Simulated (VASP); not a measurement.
Write the native input for VASP 6.6.1 that does the following.

```
Task                   : single point
Functional             : PBE
Dispersion             : D3(BJ)
Potentials or basis    : VASP PAW PBE potentials, release 64 (Y_sv, Zr_sv)
Cutoff                 : 520 eV
k mesh                 : 12 × 12 × 12
Occupations            : gaussian, width 0.1 eV
Spin                   : no spin polarisation
Dipole correction      : no
Further INCAR settings : ALGO = Fast; EDIFF = 1e-07; NBANDS = 24
```

The structure of YZr2 lies in POSCAR:

```
YZr2
1.0
    2.6809646000      1.5478556335      3.0105077085
   -2.6809646000      1.5478556335      3.0105077085
    0.0000000000     -3.0957112670      3.0105077086
Y Zr
1 2
Direct
    0.0000000000      0.0000000000      0.0000000000
    0.6617586840      0.6617586840      0.6617586840
    0.3382413160      0.3382413160      0.3382413160
```

These files were run (other wordings do the same):

INCAR

```
SYSTEM = YZr2
PREC = Accurate
ENCUT = 520
EDIFF = 1E-7
ISMEAR = 0
SIGMA = 0.1
LREAL = .False.
LASPH = .True.
NELM = 60
ALGO = Fast
ISIF = 2
LWAVE = .False.
LCHARG = .False.
GGA = PE
IVDW = 12
NBANDS = 24
```

KPOINTS

```
Automatic mesh
0
Gamma
  12 12 12
  0 0 0
```

Potentials or basis: VASP PAW PBE potentials, release 64 (Y_sv, Zr_sv).

Run with:

```sh
$ cat potpaw_PBE.64/Y_sv/POTCAR potpaw_PBE.64/Zr_sv/POTCAR > POTCAR
$ mpirun -np 1 vasp_std > vasp.out
```

It gave:

```yaml
Pressure: -0.1 GPa
Largest_force: 0.012 eV/Å
Band_gap_on_the_k_mesh: zero (an odd number of electrons rules out a gap without spin polarisation)
Dispersion_energy_per_atom: -0.477 eV
```

Run time: 5.7 min on 1 thread of Intel(R) Xeon(R) 6975P-C (Granite Rapids) (shared host), peak memory 0.46 GiB.
